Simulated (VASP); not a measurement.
# Al3GaN4 (Pm) in VASP: further runs

Runs on Al3GaN4. Level: PBEsol. Tasks: single point.

All numbers are computed with VASP 6.6.1; they aren't measurements. Logs are shortened: lines on timing, memory, paths and dates and some standing lists are left out, and cuts for length are marked.

## (1) The cell of the first run

It takes space group Pm (No. 6, monoclinic). The conventional cell has a = 5.043 Å, b = 3.130 Å, c = 15.336 Å, α = 90.00°, β = 90.02°, γ = 90.00°. Within 2.5 Å of Al (site symmetry m) lie 4 N at 1.88 to 1.91 Å. Al (site symmetry m) has 4 N at 1.88 to 1.91 Å within 2.5 Å. Al (site symmetry m) has 4 N at 1.90 Å within 2.5 Å. Al (site symmetry m) has 4 N at 1.90 Å within 2.5 Å. Within 2.5 Å of Al (site symmetry m) lie 3 N at 1.90 to 1.91 Å. Within 2.5 Å of Al (site symmetry m) lie 4 N at 1.90 to 1.91 Å. Ga (site symmetry m) has 3 N at 1.93 to 1.96 Å within 2.6 Å. Ga (site symmetry m) has 4 N at 1.93 to 1.96 Å within 2.6 Å.

## (2) Single point, PBEsol

INCAR

```
SYSTEM = Al3GaN4
PREC     = Accurate       ! precision mode
ENCUT    = 520            ! plane-wave cutoff, eV
EDIFF    = 1E-6           ! SCF threshold, eV
ISMEAR   = 0              ! smearing method
SIGMA    = 0.05           ! smearing width, eV
LREAL    = Auto         
LASPH    = .True.         ! aspherical terms in the spheres
NELM     = 80             ! most SCF steps
ALGO     = Normal         ! electronic algorithm
ISIF     = 2              ! what is computed and relaxed
LWAVE    = .False.        ! write WAVECAR
LCHARG   = .False.        ! write CHGCAR
GGA      = PS             ! functional
NBANDS   = 56             ! bands
```

KPOINTS

```
regular mesh
0
Gamma
  5 7 2
  0 0 0
```

POSCAR

```
Al3GaN4
1.0
   -5.0434079721      0.0000000000     -0.0001149904
    0.0000000000     -3.1300738967      0.0000000000
   -0.0065751150      0.0000000000     15.3359838882
Al Ga N
6 2 8
Direct
    0.5000721104      0.5000000000      0.5894331952
    0.4998910107      0.5000000000      0.2361469630
    0.9991401285      0.5000000000      0.1186708212
    0.9993212282      0.5000000000      0.4719570534
    0.9992438526      1.0000000000      0.6475004045
    0.9990627529      1.0000000000      0.2942141723
    0.5006085847      1.0000000000      0.0591051051
    0.5007896844      1.0000000000      0.4123913373
    0.8888578466      1.0000000000      0.0591504490
    0.8890389463      1.0000000000      0.4124366812
    0.8778477972      0.5000000000      0.5893725355
    0.8776666975      0.5000000000      0.2360863032
    0.3749383284      0.5000000000      0.1205738900
    0.3751194281      0.5000000000      0.4738601222
    0.3771427431      1.0000000000      0.6455927296
    0.3769616434      1.0000000000      0.2923064973
```

Potentials or basis: VASP PAW PBE potentials, release 64 (Al, Ga_d, N).

Started as:

```sh
cat potpaw_PBE.64/Al/POTCAR potpaw_PBE.64/Ga_d/POTCAR potpaw_PBE.64/N/POTCAR > POTCAR
mpirun -np 1 vasp_std > vasp.out
```

OUTCAR:

```text
SYSTEM = Al3GaN4
   PREC = Accurate
   ENCUT = 520
   EDIFF = 1E-6
   ISMEAR = 0
   LREAL = Auto
   LASPH = .True.
   NELM = 80
   ISIF = 2
   GGA = PS

 ion  position               nearest neighbor table
   1  0.500  0.500  0.589-  14 1.88  15 1.89  15 1.89  11 1.91   4 3.10   5 3.10   5 3.10   5 3.10
                             5 3.10   4 3.10   8 3.13   8 3.13
   2  0.500  0.500  0.236-  13 1.88  16 1.89  16 1.89  12 1.91   3 3.10   6 3.10   6 3.10   6 3.10
                             6 3.10   3 3.10   8 3.12   8 3.12   7 3.13   7 3.13
   3  0.999  0.500  0.119-   9 1.90   9 1.90  13 1.90  12 1.90   2 3.10   7 3.10   7 3.10   2 3.10
                             7 3.11   7 3.11   6 3.11   6 3.11
   4  0.999  0.500  0.472-  10 1.90  10 1.90  14 1.90  11 1.90   1 3.10   8 3.10   8 3.10   1 3.10
                             8 3.11   8 3.11   5 3.11   5 3.11   6 3.14   6 3.14
   5  0.999  0.000  0.648-  11 1.90  11 1.90  15 1.91   1 3.10   1 3.10   1 3.10   1 3.10   4 3.11
                             4 3.11
   6  0.999  0.000  0.294-  10 1.90  12 1.90  12 1.90  16 1.91   2 3.10   2 3.10   8 3.10   2 3.10
                             2 3.10   8 3.11   3 3.11   3 3.11   4 3.14   4 3.14
   7  0.501  0.000  0.059-  13 1.93  13 1.93   9 1.96   3 3.10   3 3.10   3 3.11   3 3.11   2 3.13
                             2 3.13
   8  0.501  0.000  0.412-  14 1.93  14 1.93  16 1.94  10 1.96   6 3.10   4 3.10   4 3.10   4 3.11
                             4 3.11   6 3.11   2 3.12   2 3.12   1 3.13   1 3.13
   9  0.889  0.000  0.059-   3 1.90   3 1.90   7 1.96
  10  0.889  0.000  0.412-   4 1.90   4 1.90   6 1.90   8 1.96
  11  0.878  0.500  0.589-   4 1.90   5 1.90   5 1.90   1 1.91
  12  0.878  0.500  0.236-   3 1.90   6 1.90   6 1.90   2 1.91
  13  0.375  0.500  0.121-   2 1.88   3 1.90   7 1.93   7 1.93
  14  0.375  0.500  0.474-   1 1.88   4 1.90   8 1.93   8 1.93
  15  0.377  0.000  0.646-   1 1.89   1 1.89   5 1.91
  16  0.377  0.000  0.292-   2 1.89   2 1.89   6 1.91   8 1.94

  LATTYP: Found a simple monoclinic cell.
 ALAT       =     5.0434079734
 B/A-ratio  =     0.6206267495
 C/A-ratio  =     3.0407980831
 COS(beta)  =    -0.0004059376

  Lattice vectors:

 A1 = (  -5.0434079721,   0.0000000000,  -0.0001149904)
 A2 = (   0.0000000000,   3.1300738967,   0.0000000000)
 A3 = (   0.0065751150,   0.0000000000, -15.3359838882)

Analysis of symmetry for initial positions (statically):
=====================================================================
 Subroutine PRICEL returns:
 Original cell was already a primitive cell.

 Routine SETGRP: Setting up the symmetry group for a
 simple monoclinic supercell.

 Subroutine GETGRP returns: Found  2 space group operations
 (whereof  2 operations were pure point group operations)
 out of a pool of  4 trial point group operations.

The static configuration has the point symmetry C_1h.

Analysis of symmetry for dynamics (positions and initial velocities):
=====================================================================
 Subroutine PRICEL returns:
 Original cell was already a primitive cell.

 Routine SETGRP: Setting up the symmetry group for a
 simple monoclinic supercell.

 Subroutine GETGRP returns: Found  2 space group operations
 (whereof  2 operations were pure point group operations)
 out of a pool of  4 trial point group operations.

The dynamic configuration has the point symmetry C_1h.

 Subroutine INISYM returns: Found  2 space group operations
 (whereof  2 operations are pure point group operations),
 and found     1 'primitive' translations

----------------------------------------------------------------------------------------

                                     Primitive cell

  volume of cell :     242.0975

  direct lattice vectors                    reciprocal lattice vectors
    -5.043407972  0.000000000 -0.000114990    -0.198278623  0.000000000 -0.000085010
     0.000000000 -3.130073897  0.000000000     0.000000000 -0.319481275  0.000000000
    -0.006575115  0.000000000 15.335983888    -0.000001487  0.000000000  0.065206119

  length of vectors
     5.043407973  3.130073897 15.335985298     0.198278642  0.319481275  0.065206119

  position of ions in fractional coordinates (direct lattice)
     0.500072110  0.500000000  0.589433195
     0.499891011  0.500000000  0.236146963
     0.999140129  0.500000000  0.118670821
     0.999321228  0.500000000  0.471957053
     0.999243853  0.000000000  0.647500405
     0.999062753  0.000000000  0.294214172
[... 8 lines left out ...]
     0.377142743  0.000000000  0.645592730
     0.376961643  0.000000000  0.292306497

  ion indices of the primitive-cell ions
   primitive index   ion index
                 1           1
                 2           2
                 3           3
                 4           4
                 5           5
                 6           6
[... 8 lines left out ...]
                15          15
                16          16

----------------------------------------------------------------------------------------

 KPOINTS: regular mesh

Automatic generation of k-mesh.
 Grid dimensions read from file:
 generate k-points for:    5    7    2

 Generating k-lattice:

  Cartesian coordinates                     Fractional coordinates (reciprocal lattice)
    -0.039655725  0.000000000 -0.000017002     0.200000000  0.000000000  0.000000000
     0.000000000 -0.045640182  0.000000000     0.000000000  0.142857143  0.000000000
    -0.000000743  0.000000000  0.032603059     0.000000000  0.000000000  0.500000000

  Length of vectors
     0.039655728  0.045640182  0.032603060

  Shift w.r.t. Gamma in fractional coordinates (k-lattice)
     0.000000000  0.000000000  0.000000000

 Subroutine IBZKPT returns following result:
 ===========================================

 Found     24 irreducible k-points:

 Following reciprocal coordinates:
            Coordinates               Weight
  0.000000  0.000000  0.000000      1.000000
  0.200000  0.000000  0.000000      2.000000
  0.400000  0.000000  0.000000      2.000000
  0.000000  0.142857  0.000000      2.000000
  0.200000  0.142857  0.000000      4.000000
  0.400000  0.142857  0.000000      4.000000
[... 16 lines left out ...]
  0.200000  0.428571  0.500000      4.000000
  0.400000  0.428571  0.500000      4.000000
   k-points           NKPTS =     24   k-points in BZ     NKDIM =     24   number of bands    NBANDS=     56
   number of dos      NEDOS =    301   number of ions     NIONS =     16
   total plane-waves  NPLWV = 115200
   dimension x,y,z NGX =    40 NGY =   24 NGZ =  120
   dimension x,y,z NGXF=    80 NGYF=   48 NGZF=  240
   ions per type =               6   2   8
   NGX,Y,Z   is equivalent  to a cutoff of  13.19, 12.75, 13.01 a.u.
   NGXF,Y,Z  is equivalent  to a cutoff of  26.37, 25.49, 26.02 a.u.
 SYSTEM =  Al3GaN4
   PREC   = accura    normal or accurate (medium, high low for compatibility)
   ISTART =      0    job   : 0-new  1-cont  2-samecut
   ICHARG =      2    charge: 1-file 2-atom 10-const
   ISPIN  =      1    spin polarized calculation?
   LNONCOLLINEAR =      F non collinear calculations
   LSORBIT =      F    spin-orbit coupling
   LASPH  =      T    aspherical Exc in radial PAW
   ENCUT  =  520.0 eV  38.22 Ry    6.18 a.u.   9.38  5.82 28.51*2*pi/ulx,y,z
   NELM   =     80;   NELMIN=  2; NELMDL= -5     # of ELM steps
   EDIFF  = 0.1E-05   stopping-criterion for ELM
   LREAL  =      T    real-space projection
   EDIFFG = 0.1E-04   stopping-criterion for IOM
   NSW    =      0    number of steps for IOM
   IBRION =     -1    ionic relax: 0-MD 1-quasi-New 2-CG
   NFREE  =      0    steps in history (QN), initial steepest desc. (CG)
   ISIF   =      2    stress and relaxation
   ISYM   =      2    0-nonsym 1-usesym 2-fastsym
   POTIM  = 0.5000    time-step for ionic-motion
   TEBEG  =    0.0;   TEEND  =   0.0 temperature during run
   PSTRESS=    0.0 pullay stress
   NELECT =      84.0000    total number of electrons
   NUPDOWN=      -1.0000    fix difference up-down
   EMIN   =  10.00;   EMAX   =-10.00  energy-range for DOS
   EFERMI =   0.00;   METHOD = LEGACY
   ISMEAR =     0;   SIGMA  =   0.05  broadening in eV -4-tet -1-fermi 0-gaus
   EFERMI_NEDOS =   21; number of points for ismear=-14 and -15
   IALGO  =     38    algorithm
   IMIX   =      4    mixing-type and parameters
     AMIX     =   0.40;   BMIX     =  1.00
     AMIX_MAG =   1.60;   BMIX_MAG =  1.00
  volume/ion in A,a.u.               =      15.13       102.11
  Fermi-wavevector in a.u.,A,eV,Ry     =   1.150371  2.173885 18.005307  1.323353
  Thomas-Fermi vector in A             =   2.287035
   LORBIT       =      0    0 simple, 1 ext, 2 COOP (PROOUT), +10 PAW based schemes
   GGA     = PS    functional components
   LHFCALC =     F    Hartree Fock is set to
   AEXX    =    0.0000 exact exchange contribution
   IVDW    =     0    specifies the selected vdW correction
   LEPSILON=     F    determine dielectric tensor
   LRPA    =     F    only Hartree local field effects (RPA)
 non-spin polarized calculation
 Gauss-broadening in eV      SIGMA  =   0.05
  energy-cutoff  :      520.00
  volume of cell :      242.10
 maximum number of plane-waves:      6572
 NGX is ok and might be reduce to    40
   NGX = 19   NGY = 11   NGZ = 57

 number of electron      83.9999993 magnetization

 Free energy of the ion-electron system (eV)
  ---------------------------------------------------
  ext. energy  EPLUGINS =         0.00000000
  ---------------------------------------------------
  free energy    TOTEN  =      -115.03010698 eV

  energy without entropy =     -115.03010698  energy(sigma->0) =     -115.03010698

 E-fermi :   3.1698     XC(G=0):  -8.8692

 val. band max:        2.9496718282   @ k =   0.4000   0.4286   0.5000
 cond. band min:       4.0873461570   @ k =   0.0000   0.0000   0.0000
 fundamental gap:      1.1376743288
 Fermi energy:         3.1698263687

 k-point     1 :       0.0000    0.0000    0.0000
  band No.  band energies     occupation
      1     -12.8653      2.00000
      2     -12.5442      2.00000
      3     -11.9478      2.00000
      4     -11.4926      2.00000
      5     -11.4720      2.00000
      6     -11.3983      2.00000
[... 46 lines left out ...]
     53      10.0601      0.00000
     54      10.1642      0.00000
[... 1309 lines left out ...]
     53      10.4325      0.00000
     54      10.6140      0.00000
 [bands above 54 left out]

------------------------ aborting loop because EDIFF is reached ----------------------------------------

  FORCE on cell =-STRESS in cart. coord.  units (eV):
  Direction    XX          YY          ZZ          XY          YZ          ZX
  --------------------------------------------------------------------------------------
  -------------------------------------------------------------------------------------
  Total       -9.1564907     -0.5716769     -2.5416790      0.0000000      0.0000000      0.0576362
  in kB      -60.5967456     -3.7833010    -16.8205793      0.0000000      0.0000000      0.3814308
  external PRESSURE =     -27.0668753 kB  Pullay stress =       0.0000000 kB

 VOLUME and BASIS-vectors are now :
 -----------------------------------------------------------------------------
  energy-cutoff  :      520.00
  volume of cell :      242.10
      direct lattice vectors                 reciprocal lattice vectors
    -5.043407972  0.000000000 -0.000114990    -0.198278623  0.000000000 -0.000085010
     0.000000000 -3.130073897  0.000000000     0.000000000 -0.319481275  0.000000000
    -0.006575115  0.000000000 15.335983888    -0.000001487  0.000000000  0.065206119

 POSITION                                       TOTAL-FORCE (eV/Angst)
 -----------------------------------------------------------------------------------
     -2.52594     -1.56504      9.03948         1.161476      0.000000      1.638925
     -2.52271     -1.56504      3.62149        -0.451928      0.000000      0.310471
     -5.03985     -1.56504      1.81982         1.088116      0.000000     -1.504792
     -5.04309     -1.56504      7.23781        -0.446133      0.000000     -0.190463
     -5.04385      0.00000      9.92994        -1.904887      0.000000     -2.034757
     -5.04062      0.00000      4.51195         0.125591      0.000000     -0.163086
[... 8 lines left out ...]
     -1.90633      0.00000      9.90076         0.877017      0.000000     -0.255748
     -1.90309      0.00000      4.48276         0.031620      0.000000     -0.303187
 -----------------------------------------------------------------------------------
    total drift:                               -0.003948     -0.000000      0.000504

  FREE ENERGIE OF THE ION-ELECTRON SYSTEM (eV)
  ---------------------------------------------------
  free  energy   TOTEN  =      -115.0301069797 eV

  energy  without entropy=     -115.0301069797  energy(sigma->0) =     -115.03010698
```

It took 6.9 min on 1 thread of AMD EPYC 9R45 (Zen 5), shared host; peak memory 0.42 GiB.

What came out:

- Free energy: -115.0301 eV
- Pressure: -2.7 GPa
- Largest force: 2.787 eV/Å
- Band gap on the k mesh: 1.14 eV, indirect (least direct gap 1.19 eV)

Forces on the atoms (eV/Å):
```
Al   1.161  0.000  1.639
Al  -0.452  0.000  0.310
Al   1.088  0.000 -1.505
Al  -0.446  0.000 -0.190
Al  -1.905  0.000 -2.035
Al   0.126  0.000 -0.163
Ga  -2.008  0.000  1.495
Ga   0.119  0.000  0.179
N    0.911  0.000  0.532
N    0.032  0.000  0.259
N    0.287  0.000  1.153
N   -0.081  0.000  0.540
N    0.403  0.000 -1.090
N   -0.143  0.000 -0.565
N    0.877  0.000 -0.256
N    0.032  0.000 -0.303
```

Levels at points of the mesh, in eV from the valence-band top:
```csv
k point,band 38,band 39,band 40,band 41,band 42,band 43,band 44,band 45,band 46,band 47
"(0.00, 0.00, 0.00)",-0.72,-0.32,-0.19,-0.09,-0.05,1.14,1.61,4.01,5.05,5.18
"(0.00, 0.00, 0.50)",-0.72,-0.34,-0.18,-0.09,-0.05,1.25,1.51,4.06,4.87,5.12
```

Caveat: the PAW data sets were made with another functional, which shifts forces and pressure a little.

## (3) Single point, PBEsol

This run uses another cell than the first one, of 16.61 Å³/atom, 1.098 times its volume.

INCAR

```
SYSTEM = Al3GaN4
PREC = Accurate ; ENCUT = 520
EDIFF = 1E-6 ; ISMEAR = 0
SIGMA = 0.05 ; LREAL = Auto
LASPH = .True. ; NELM = 100
ALGO = Normal ; ISIF = 2
LWAVE = .False. ; LCHARG = .False.
GGA = PS ; NBANDS = 56
```

KPOINTS

```
Automatic mesh
0
Gamma
  5 7 2
  0 0 0
```

POSCAR

```
Al3GaN4
1.0
   -5.0434079721      0.0000000000     -0.0001149904
    0.0000000000     -3.1300738967      0.0000000000
   -0.0066093152      0.0000000000     16.8359838878
Al Ga N
6 2 8
Direct
    0.5001369341      0.5000000000      0.5369177146
    0.4999169813      0.5000000000      0.2151074773
    0.9991531795      0.5000000000      0.1080978585
    0.9993731323      0.5000000000      0.4299080958
    0.9993150623      1.0000000000      0.5898114328
    0.9990951095      1.0000000000      0.2680011955
    0.5006150849      1.0000000000      0.0538391428
    0.5008350377      1.0000000000      0.3756493801
    0.8888643517      1.0000000000      0.0538804467
    0.8890843046      1.0000000000      0.3756906840
    0.8779126143      0.5000000000      0.5368624593
    0.8776926614      0.5000000000      0.2150522220
    0.3749515887      0.5000000000      0.1098313736
    0.3751715416      0.5000000000      0.4316416108
    0.3772137430      1.0000000000      0.5880737219
    0.3769937902      1.0000000000      0.2662634846
```

Potentials or basis: VASP PAW PBE potentials, release 64 (Al, Ga_d, N).

Started as:

```sh
cat potpaw_PBE.64/Al/POTCAR potpaw_PBE.64/Ga_d/POTCAR potpaw_PBE.64/N/POTCAR > POTCAR
mpirun -np 1 vasp_std > vasp.out
```

It took 7.1 min on 1 thread of AMD EPYC 9R45 (Zen 5), shared host; peak memory 0.44 GiB.

Results (log left out):

| Item | Value |
| --- | --- |
| Free energy | -115.0198 eV |
| Pressure | -2.5 GPa |
| Largest force | 2.800 eV/Å |
| Band gap on the k mesh | 1.18 eV, indirect (least direct gap 1.21 eV) |

Forces on the atoms (eV/Å):
```
Al   1.160  0.000  1.628
Al  -0.452  0.000  0.301
Al   1.092  0.000 -1.515
Al  -0.446  0.000 -0.212
Al  -1.905  0.000 -2.052
Al   0.127  0.000 -0.167
Ga  -2.013  0.000  1.496
Ga   0.122  0.000  0.169
N    0.911  0.000  0.546
N    0.031  0.000  0.271
N    0.287  0.000  1.159
N   -0.082  0.000  0.553
N    0.403  0.000 -1.081
N   -0.144  0.000 -0.553
N    0.878  0.000 -0.251
N    0.031  0.000 -0.291
```

Stress tensor (GPa, compression positive):
```
-5.55  0.00  0.04
 0.00 -0.34  0.00
 0.04  0.00 -1.48
```

Levels at points of the mesh, in eV from the valence-band top:
| k point | band 38 | band 39 | band 40 | band 41 | band 42 | band 43 | band 44 | band 45 | band 46 | band 47 |
| --- | --- | --- | --- | --- | --- | --- | --- | --- | --- | --- |
| (0.00, 0.00, 0.00) | -0.72 | -0.31 | -0.19 | -0.10 | -0.03 | 1.18 | 1.56 | 4.00 | 4.88 | 5.14 |
| (0.00, 0.00, 0.50) | -0.72 | -0.32 | -0.19 | -0.10 | -0.03 | 1.21 | 1.52 | 4.05 | 4.70 | 5.11 |

Caveat: the PAW data sets were made with another functional, which shifts forces and pressure a little.
